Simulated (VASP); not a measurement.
Set up this calculation in VASP 6.6.1, as the native input.

```yaml
Task: single point
Functional: PBEsol
Potentials_or_basis: VASP PAW PBE potentials, release 64 (B)
Cutoff: 520 eV
k_mesh: 21 × 21 × 11
Occupations: fermi-dirac, width 0.08 eV
Spin: no spin polarisation
Dipole_correction: no
Further_INCAR_settings: ALGO = Normal; EDIFF = 1e-06; NBANDS = 10
```

The structure of B lies in POSCAR:

```
B
1.0
    1.6972372491      0.0000000000      0.0000000000
   -0.8486186246      1.4698505740      0.0000000000
    0.0000000000      0.0000000000      6.4117685458
B
2
Direct
    0.3333333333      0.6666666667      0.2500000000
    0.6666666667      0.3333333333      0.7500000000
```

This cell differs from its parent crystal: volume scaled by 0.9.

The input as run:

INCAR

```
  PREC = Accurate
  ENCUT = 520
  EDIFF = 1E-6
  ISMEAR = -1
  SIGMA = 0.08
  LREAL = F
  LASPH = T
  NELM = 100
  ALGO = Normal
  ISIF = 2
  LWAVE = F
  LCHARG = T
  GGA = PS
  LELF = T
  LVHAR = T
  NBANDS = 10
```

KPOINTS

```
Automatic mesh
0
Gamma
  21 21 11
```

Potentials or basis: VASP PAW PBE potentials, release 64 (B).

Run with:

```bash
$ cat potpaw_PBE.64/B/POTCAR > POTCAR
$ mpirun -np 1 vasp_std > vasp.out
```

It gave:

```
Pressure               : 5.2 GPa
Band gap on the k mesh : zero (band 3 reaches 9.37 eV, above the bottom of band 4 at -1.19 eV)
```

Caveat: the PAW data sets were made with another functional, which shifts forces and pressure a little.

It took 48 s on 1 thread of Intel Xeon 8259CL (shared host), peak memory 0.15 GiB.
